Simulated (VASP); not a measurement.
# AlGaN2 (P-4m2) in VASP: a series of runs

The runs below take AlGaN2 through single point, with LDA.

Program: VASP 6.6.1. These are calculated values, not measurements. Logs are shortened: lines on timing, memory, paths and dates and some standing lists are left out, and cuts for length are marked.

### Step 1. The cell of the first run

It takes space group P-4m2 (No. 115, tetragonal). The conventional cell has a = 3.037 Å, b = 3.037 Å, c = 4.165 Å, α = 90.00°, β = 90.00°, γ = 90.00°. Al (site symmetry -4m2) has 4 N at 1.82 Å within 2.4 Å. Ga (site symmetry -4m2) has 4 N at 1.87 Å within 2.5 Å. Within 2.4 Å of N (site symmetry 2mm) lie 2 Al at 1.82 Å and 2 Ga at 1.87 Å.

### Step 2. Single point, LDA (strain -0.025 along x and y, -0.050 along z)

INCAR

```
PREC = Accurate
ENCUT = 520
EDIFF = 1E-6
ISMEAR = 0
SIGMA = 0.05
LREAL = F
LASPH = T
NELM = 60
ALGO = Normal
ISIF = 2
LWAVE = F
LCHARG = F
GGA = CA
NBANDS = 21
```

KPOINTS

```
Automatic mesh
0
Gamma
  8 8 6
```

POSCAR

```
AlGaN2
1.0
    3.0374043075      0.0000000000      0.0000000000
    0.0000000000      3.0374043075      0.0000000000
    0.0000000000      0.0000000000      4.1651136599
Al Ga N
1 1 2
Direct
    0.5000000000      0.5000000000      0.5000000000
    0.0000000000      0.0000000000      0.0000000000
    0.5000000000      0.0000000000      0.7400513246
    0.0000000000      0.5000000000      0.2599486754
```

Potentials or basis: VASP PAW LDA potentials, release 64 (Al, Ga_d, N).

The run is started by

```console
> cat potpaw_LDA.64/Al/POTCAR potpaw_LDA.64/Ga_d/POTCAR potpaw_LDA.64/N/POTCAR > POTCAR
> mpirun -np 1 vasp_std > vasp.out
```

OUTCAR:

```text
PREC = Accurate
   ENCUT = 520
   EDIFF = 1E-6
   ISMEAR = 0
   LREAL = F
   LASPH = T
   NELM = 60
   ISIF = 2
   GGA = CA

 ion  position               nearest neighbor table
   1  0.500  0.500  0.500-   3 1.82   4 1.82   3 1.82   4 1.82   2 2.99   2 2.99   2 2.99   2 2.99
                             2 2.99   2 2.99   2 2.99   2 2.99
   2  0.000  0.000  0.000-   3 1.87   4 1.87   4 1.87   3 1.87   1 2.99   1 2.99   1 2.99   1 2.99
                             1 2.99   1 2.99   1 2.99   1 2.99
   3  0.500  0.000  0.740-   1 1.82   1 1.82   2 1.87   2 1.87
   4  0.000  0.500  0.260-   1 1.82   1 1.82   2 1.87   2 1.87

  LATTYP: Found a simple tetragonal cell.
 ALAT       =     3.0374043075
 C/A-ratio  =     1.3712740347

  Lattice vectors:

 A1 = (   3.0374043075,   0.0000000000,   0.0000000000)
 A2 = (   0.0000000000,   3.0374043075,   0.0000000000)
 A3 = (   0.0000000000,   0.0000000000,   4.1651136599)

Analysis of symmetry for initial positions (statically):
=====================================================================
 Subroutine PRICEL returns:
 Original cell was already a primitive cell.

 Routine SETGRP: Setting up the symmetry group for a
 simple tetragonal supercell.

 Subroutine GETGRP returns: Found  8 space group operations
 (whereof  8 operations were pure point group operations)
 out of a pool of 16 trial point group operations.

The static configuration has the point symmetry D_2d.

Analysis of symmetry for dynamics (positions and initial velocities):
=====================================================================
 Subroutine PRICEL returns:
 Original cell was already a primitive cell.

 Routine SETGRP: Setting up the symmetry group for a
 simple tetragonal supercell.

 Subroutine GETGRP returns: Found  8 space group operations
 (whereof  8 operations were pure point group operations)
 out of a pool of 16 trial point group operations.

The dynamic configuration has the point symmetry D_2d.

 Subroutine INISYM returns: Found  8 space group operations
 (whereof  8 operations are pure point group operations),
 and found     1 'primitive' translations

----------------------------------------------------------------------------------------

                                     Primitive cell

  volume of cell :      38.4266

  direct lattice vectors                    reciprocal lattice vectors
     3.037404308  0.000000000  0.000000000     0.329228479  0.000000000  0.000000000
     0.000000000  3.037404308  0.000000000     0.000000000  0.329228479  0.000000000
     0.000000000  0.000000000  4.165113660     0.000000000  0.000000000  0.240089487

  length of vectors
     3.037404308  3.037404308  4.165113660     0.329228479  0.329228479  0.240089487

  position of ions in fractional coordinates (direct lattice)
     0.500000000  0.500000000  0.500000000
     0.000000000  0.000000000  0.000000000
     0.500000000  0.000000000  0.740051325
     0.000000000  0.500000000  0.259948675

  ion indices of the primitive-cell ions
   primitive index   ion index
                 1           1
                 2           2
                 3           3
                 4           4

----------------------------------------------------------------------------------------

 KPOINTS: Automatic mesh

Automatic generation of k-mesh.
 Grid dimensions read from file:
 generate k-points for:    8    8    6

 Generating k-lattice:

  Cartesian coordinates                     Fractional coordinates (reciprocal lattice)
     0.041153560  0.000000000  0.000000000     0.125000000  0.000000000  0.000000000
     0.000000000  0.041153560  0.000000000     0.000000000  0.125000000  0.000000000
     0.000000000  0.000000000  0.040014914     0.000000000  0.000000000  0.166666667

  Length of vectors
     0.041153560  0.041153560  0.040014914

  Shift w.r.t. Gamma in fractional coordinates (k-lattice)
     0.000000000  0.000000000  0.000000000

 Subroutine IBZKPT returns following result:
 ===========================================

 Found     60 irreducible k-points:

 Following reciprocal coordinates:
            Coordinates               Weight
  0.000000  0.000000  0.000000      1.000000
  0.125000  0.000000  0.000000      4.000000
  0.250000  0.000000  0.000000      4.000000
  0.375000  0.000000  0.000000      4.000000
  0.500000  0.000000  0.000000      2.000000
  0.125000  0.125000  0.000000      4.000000
[... 16 lines left out ...]
  0.375000  0.125000  0.166667     16.000000
  0.500000  0.125000  0.166667      8.000000
 [... further k-points ...]
   k-points           NKPTS =     60   k-points in BZ     NKDIM =     60   number of bands    NBANDS=     21
   number of dos      NEDOS =    301   number of ions     NIONS =      4
   total plane-waves  NPLWV =  18432
   dimension x,y,z NGX =    24 NGY =   24 NGZ =   32
   dimension x,y,z NGXF=    48 NGYF=   48 NGZF=   64
   ions per type =               1   1   2
   NGX,Y,Z   is equivalent  to a cutoff of  13.14, 13.14, 12.77 a.u.
   NGXF,Y,Z  is equivalent  to a cutoff of  26.27, 26.27, 25.54 a.u.
 SYSTEM =  unknown system
   PREC   = accura    normal or accurate (medium, high low for compatibility)
   ISTART =      0    job   : 0-new  1-cont  2-samecut
   ICHARG =      2    charge: 1-file 2-atom 10-const
   ISPIN  =      1    spin polarized calculation?
   LNONCOLLINEAR =      F non collinear calculations
   LSORBIT =      F    spin-orbit coupling
   LASPH  =      T    aspherical Exc in radial PAW
   ENCUT  =  520.0 eV  38.22 Ry    6.18 a.u.   5.65  5.65  7.74*2*pi/ulx,y,z
   NELM   =     60;   NELMIN=  2; NELMDL= -5     # of ELM steps
   EDIFF  = 0.1E-05   stopping-criterion for ELM
   LREAL  =      F    real-space projection
   EDIFFG = 0.1E-04   stopping-criterion for IOM
   NSW    =      0    number of steps for IOM
   IBRION =     -1    ionic relax: 0-MD 1-quasi-New 2-CG
   NFREE  =      0    steps in history (QN), initial steepest desc. (CG)
   ISIF   =      2    stress and relaxation
   ISYM   =      2    0-nonsym 1-usesym 2-fastsym
   POTIM  = 0.5000    time-step for ionic-motion
   TEBEG  =    0.0;   TEEND  =   0.0 temperature during run
   PSTRESS=    0.0 pullay stress
   NELECT =      26.0000    total number of electrons
   NUPDOWN=      -1.0000    fix difference up-down
   EMIN   =  10.00;   EMAX   =-10.00  energy-range for DOS
   EFERMI =   0.00;   METHOD = LEGACY
   ISMEAR =     0;   SIGMA  =   0.05  broadening in eV -4-tet -1-fermi 0-gaus
   EFERMI_NEDOS =   21; number of points for ismear=-14 and -15
   IALGO  =     38    algorithm
   IMIX   =      4    mixing-type and parameters
     AMIX     =   0.40;   BMIX     =  1.00
     AMIX_MAG =   1.60;   BMIX_MAG =  1.00
  volume/ion in A,a.u.               =       9.61        64.83
  Fermi-wavevector in a.u.,A,eV,Ry     =   1.437216  2.715944 28.104040  2.065589
  Thomas-Fermi vector in A             =   2.556318
   LORBIT       =      0    0 simple, 1 ext, 2 COOP (PROOUT), +10 PAW based schemes
   GGA     = CA    functional components
   LHFCALC =     F    Hartree Fock is set to
   AEXX    =    0.0000 exact exchange contribution
   IVDW    =     0    specifies the selected vdW correction
   LEPSILON=     F    determine dielectric tensor
   LRPA    =     F    only Hartree local field effects (RPA)
 non-spin polarized calculation
 Gauss-broadening in eV      SIGMA  =   0.05
  energy-cutoff  :      520.00
  volume of cell :       38.43
 maximum number of plane-waves:      1048
 NGX is ok and might be reduce to    24
   NGX = 11   NGY = 11   NGZ = 15

 number of electron      26.0000000 magnetization

 Free energy of the ion-electron system (eV)
  ---------------------------------------------------
  ext. energy  EPLUGINS =         0.00000000
  ---------------------------------------------------
  free energy    TOTEN  =       -29.97428713 eV

  energy without entropy =      -29.97428713  energy(sigma->0) =      -29.97428713

 E-fermi :   6.9813     XC(G=0): -12.3575

 val. band max:        6.7625658319   @ k =   0.0000   0.0000   0.0000
 cond. band min:      10.1304188741   @ k =   0.5000   0.5000   0.0000
 fundamental gap:      3.3678530422
 Fermi energy:         6.9812779563

 k-point     1 :       0.0000    0.0000    0.0000
  band No.  band energies     occupation
      1      -9.5718      2.00000
      2      -7.6662      2.00000
      3      -6.3470      2.00000
      4      -6.3470      2.00000
      5      -6.2962      2.00000
      6      -6.0327      2.00000
[... 13 lines left out ...]
     20      21.0662      0.00000
     21      22.7927      0.00000

 k-point     2 :       0.1250    0.0000    0.0000
  band No.  band energies     occupation
      1      -9.4127      2.00000
      2      -7.6659      2.00000
      3      -6.3663      2.00000
      4      -6.3431      2.00000
      5      -6.2630      2.00000
      6      -6.0494      2.00000
[... 13 lines left out ...]
     20      20.8390      0.00000
     21      22.2083      0.00000

 k-point     3 :       0.2500    0.0000    0.0000
  band No.  band energies     occupation
      1      -8.9784      2.00000
      2      -7.6846      2.00000
      3      -6.3616      2.00000
      4      -6.3336      2.00000
      5      -6.1707      2.00000
      6      -6.0893      2.00000
[... 13 lines left out ...]
     20      20.2199      0.00000
     21      20.9823      0.00000
[... 457 lines left out ...]
 k-point    23 :       0.3750    0.1250    0.1667
  band No.  band energies     occupation
      1      -8.2631      2.00000
      2      -7.7461      2.00000
      3      -6.3357      2.00000
      4      -6.2332      2.00000
      5      -6.1636      2.00000
      6      -5.8675      2.00000
[... 13 lines left out ...]
     20      19.7956      0.00000
     21      19.9936      0.00000

 k-point    24 :       0.5000    0.1250    0.1667
  band No.  band energies     occupation
      1      -7.9737      2.00000
      2      -7.8517      2.00000
      3      -6.3267      2.00000
      4      -6.2064      2.00000
      5      -6.1813      2.00000
      6      -5.4593      2.00000
[... 13 lines left out ...]
     20      19.6809      0.00000
     21      19.7764      0.00000

 [... further k-points ...]
[... 5 lines left out ...]
  --------------------------------------------------------------------------------------
  -------------------------------------------------------------------------------------
  Total        6.3177701      6.3177701      6.8853698      0.0000000      0.0000000      0.0000000
  in kB      263.4161115    263.4161115    287.0818852      0.0000000      0.0000000      0.0000000
  external PRESSURE =     271.3047028 kB  Pullay stress =       0.0000000 kB

 VOLUME and BASIS-vectors are now :
 -----------------------------------------------------------------------------
  energy-cutoff  :      520.00
  volume of cell :       38.43
      direct lattice vectors                 reciprocal lattice vectors
     3.037404308  0.000000000  0.000000000     0.329228479  0.000000000  0.000000000
     0.000000000  3.037404308  0.000000000     0.000000000  0.329228479  0.000000000
     0.000000000  0.000000000  4.165113660     0.000000000  0.000000000  0.240089487

 POSITION                                       TOTAL-FORCE (eV/Angst)
 -----------------------------------------------------------------------------------
      1.51870      1.51870      2.08256        -0.000000      0.000000      0.000000
      0.00000      0.00000      0.00000         0.000000     -0.000000      0.000000
      1.51870      0.00000      3.08240        -0.000000      0.000000     -0.146296
      0.00000      1.51870      1.08272        -0.000000      0.000000      0.146296
 -----------------------------------------------------------------------------------
    total drift:                                0.000000      0.000000      0.000000

  FREE ENERGIE OF THE ION-ELECTRON SYSTEM (eV)
  ---------------------------------------------------
  free  energy   TOTEN  =       -29.9742871262 eV

  energy  without entropy=      -29.9742871262  energy(sigma->0) =      -29.97428713
```

It took 48 s on 1 thread of Intel Xeon 8259CL, shared host; peak memory 0.17 GiB.

What came out:

| Property | Result |
| --- | --- |
| Free energy | -29.9743 eV |
| Pressure | 27.1 GPa |
| Largest force | 0.146 eV/Å |
| Band gap on the k mesh | 3.37 eV, indirect (least direct gap 3.52 eV) |

Forces in eV/Å, atoms in the order of the input:
```
Al   0.000  0.000  0.000
Ga   0.000  0.000  0.000
N    0.000  0.000 -0.146
N    0.000  0.000  0.146
```

Caveat: the cell differs from its parent crystal (strain -0.025 along x and y, -0.050 along z). A k mesh can miss the band edges.

### Step 3. Single point, LDA (strain -0.050 along x and y, +0.025 along z)

INCAR

```
  ALGO = Normal
  EDIFF = 1E-6
  ENCUT = 520
  GGA = CA
  ISIF = 2
  ISMEAR = 0
  LASPH = True
  LCHARG = False
  LREAL = False
  LWAVE = False
  NBANDS = 21
  NELM = 100
  PREC = Accurate
  SIGMA = 0.05
```

KPOINTS

```
k-points
0
Gamma
  8 8 6
```

POSCAR

```
AlGaN2
1.0
    2.9595221457      0.0000000000      0.0000000000
    0.0000000000      2.9595221457      0.0000000000
    0.0000000000      0.0000000000      4.4939384225
Al Ga N
1 1 2
Direct
    0.5000000000      0.5000000000      0.5000000000
    0.0000000000      0.0000000000      0.0000000000
    0.5000000000      0.0000000000      0.7400513246
    0.0000000000      0.5000000000      0.2599486754
```

Potentials or basis: VASP PAW LDA potentials, release 64 (Al, Ga_d, N).

The run is started by

```console
> cat potpaw_LDA.64/Al/POTCAR potpaw_LDA.64/Ga_d/POTCAR potpaw_LDA.64/N/POTCAR > POTCAR
> mpirun -np 1 vasp_std > vasp.out
```

Wall time 54 s (1 thread of Intel Xeon 8259CL, shared host); peak memory 0.17 GiB.

The run converged. Its results:

```yaml
Free_energy: -30.0482 eV
Pressure: 19.7 GPa
Largest_force: 0.078 eV/Å
Band_gap_on_the_k_mesh: 2.99 eV, indirect (least direct gap 3.51 eV)
```

Forces in eV/Å, atoms in the order of the input:
```
Al   0.000  0.000  0.000
Ga   0.000  0.000  0.000
N    0.000  0.000  0.078
N    0.000  0.000 -0.078
```

Stress tensor (GPa, compression positive):
```
23.58  0.00  0.00
 0.00 23.58  0.00
 0.00  0.00 11.90
```

Levels at points of the mesh, in eV from the valence-band top:
```csv
k point,band 9,band 10,band 11,band 12,band 13,band 14,band 15,band 16,band 17,band 18
"(0.00, 0.00, 0.00)",-2.29,-2.29,-0.65,0.00,0.00,3.51,3.78,8.73,11.77,11.77
"(0.50, 0.00, 0.00)",-5.03,-3.69,-3.64,-0.86,-0.53,7.46,7.84,9.01,9.34,9.83
"(0.50, 0.50, 0.00)",-5.18,-2.92,-2.86,-2.86,-2.82,2.99,2.99,6.16,8.73,13.47
"(0.00, 0.00, 0.50)",-3.11,-1.59,-1.59,-0.91,-0.91,5.47,5.54,8.48,10.17,11.13
"(0.50, 0.00, 0.50)",-6.94,-1.38,-1.20,-0.85,-0.42,5.59,6.88,9.57,9.94,10.26
"(0.50, 0.50, 0.50)",-4.66,-4.59,-3.74,-3.74,-3.69,5.74,5.74,9.57,10.50,10.50
```

Caveat: the cell differs from its parent crystal (strain -0.050 along x and y, +0.025 along z). A k mesh can miss the band edges.

### Step 4. Single point, LDA (strain -0.025 along x and y, -0.025 along z)

INCAR

```
SYSTEM = AlGaN2
PREC = Accurate
ENCUT = 520
EDIFF = 1E-6
ISMEAR = 0
SIGMA = 0.05
LREAL = .FALSE.
LASPH = .TRUE.
NELM = 60
ALGO = Normal
ISIF = 2
LWAVE = .FALSE.
LCHARG = .TRUE.
GGA = CA
LELF = .TRUE.
LVHAR = .TRUE.
NBANDS = 21
```

KPOINTS

```
regular mesh
0
G
  8 8 6
  0 0 0
```

POSCAR

```
AlGaN2
1.0
    3.0374043075      0.0000000000      0.0000000000
    0.0000000000      3.0374043075      0.0000000000
    0.0000000000      0.0000000000      4.2747219141
Al Ga N
1 1 2
Direct
    0.5000000000      0.5000000000      0.5000000000
    0.0000000000      0.0000000000      0.0000000000
    0.5000000000      0.0000000000      0.7400513246
    0.0000000000      0.5000000000      0.2599486754
```

The run is started by

```console
> cat potpaw_LDA.64/Al/POTCAR potpaw_LDA.64/Ga_d/POTCAR potpaw_LDA.64/N/POTCAR > POTCAR
> mpirun -np 1 vasp_std > vasp.out
```

It took 57 s on 1 thread of Intel Xeon 8259CL, shared host; peak memory 0.17 GiB.

Results (log left out):

```yaml
Free_energy: -30.1265 eV
Pressure: 19.5 GPa
Largest_force: 0.070 eV/Å
Band_gap_on_the_k_mesh: 3.26 eV, indirect (least direct gap 3.56 eV)
```

Forces on the atoms (eV/Å):
```
Al   0.000  0.000  0.000
Ga   0.000  0.000  0.000
N    0.000  0.000 -0.070
N    0.000  0.000  0.070
```

Stress tensor (GPa, compression positive):
```
19.61  0.00  0.00
 0.00 19.61  0.00
 0.00  0.00 19.39
```

Levels at points of the mesh, in eV from the valence-band top:
| k point | band 9 | band 10 | band 11 | band 12 | band 13 | band 14 | band 15 | band 16 | band 17 | band 18 |
| --- | --- | --- | --- | --- | --- | --- | --- | --- | --- | --- |
| (0.00, 0.00, 0.00) | -2.60 | -2.60 | -0.28 | 0.00 | 0.00 | 3.56 | 3.64 | 8.00 | 11.90 | 11.90 |
| (0.50, 0.00, 0.00) | -4.72 | -3.27 | -3.13 | -1.07 | -0.79 | 7.42 | 7.89 | 8.39 | 9.04 | 10.84 |
| (0.50, 0.50, 0.00) | -5.28 | -2.57 | -2.53 | -2.53 | -2.50 | 3.26 | 3.26 | 6.80 | 9.10 | 13.28 |
| (0.00, 0.00, 0.50) | -2.56 | -1.78 | -1.78 | -1.08 | -1.08 | 5.64 | 5.78 | 8.71 | 9.72 | 11.54 |
| (0.50, 0.00, 0.50) | -6.79 | -1.05 | -0.98 | -0.65 | -0.64 | 5.95 | 7.27 | 9.61 | 9.98 | 10.59 |
| (0.50, 0.50, 0.50) | -4.62 | -4.51 | -3.65 | -3.65 | -3.60 | 6.33 | 6.33 | 9.91 | 11.27 | 11.84 |

Caveat: the cell differs from its parent crystal (strain -0.025 along x and y, -0.025 along z).

### Step 5. Single point, LDA (strain -0.050 along x and y, +0.050 along z)

INCAR

```
ALGO = Normal
EDIFF = 1E-6
ENCUT = 520
ISIF = 2
ISMEAR = 0
LASPH = True
LCHARG = False
LREAL = False
LWAVE = False
NBANDS = 21
NELM = 80
PREC = Accurate
SIGMA = 0.05
```

KPOINTS

```
k-points
0
Gamma
  8 8 6
```

POSCAR

```
AlGaN2
1.0
    2.9595221457      0.0000000000      0.0000000000
    0.0000000000      2.9595221457      0.0000000000
    0.0000000000      0.0000000000      4.6035466767
Al Ga N
1 1 2
Direct
    0.5000000000      0.5000000000      0.5000000000
    0.0000000000      0.0000000000      0.0000000000
    0.5000000000      0.0000000000      0.7400513246
    0.0000000000      0.5000000000      0.2599486754
```

The run is started by

```console
> cat potpaw_LDA.64/Al/POTCAR potpaw_LDA.64/Ga_d/POTCAR potpaw_LDA.64/N/POTCAR > POTCAR
> mpirun -np 1 vasp_std > vasp.out
```

It took 64 s on 1 thread of Intel Xeon 8259CL, shared host; peak memory 0.17 GiB.

The run converged. Its results:

```yaml
Free_energy: -30.0894 eV
Pressure: 12.8 GPa
Largest_force: 0.126 eV/Å
Band_gap_on_the_k_mesh: 2.91 eV, indirect (least direct gap 3.25 eV)
```

Forces on the atoms (eV/Å):
```
Al   0.000  0.000  0.000
Ga   0.000  0.000  0.000
N    0.000  0.000  0.126
N    0.000  0.000 -0.126
```

Stress tensor (GPa, compression positive):
```
18.36  0.00  0.00
 0.00 18.36  0.00
 0.00  0.00  1.73
```

Levels at points of the mesh, in eV from the valence-band top:
```
           k point  band 11  band 12  band 13  band 14  band 15  band 16
(0.00, 0.00, 0.00)    -0.77     0.00     0.00     3.25     3.83     8.81
(0.50, 0.00, 0.00)    -3.74    -0.77    -0.43     7.32     7.58     8.97
(0.50, 0.50, 0.00)    -2.90    -2.90    -2.85     2.91     2.91     5.83
(0.00, 0.00, 0.50)    -1.48    -0.85    -0.85     5.29     5.41     8.08
(0.50, 0.00, 0.50)    -1.37    -0.77    -0.35     5.19     6.46     9.41
(0.50, 0.50, 0.50)    -3.68    -3.68    -3.64     5.53     5.53     9.13
```

Caveat: the cell differs from its parent crystal (strain -0.050 along x and y, +0.050 along z). A k mesh can miss the band edges.

(Part 1 of 2 ends here.)
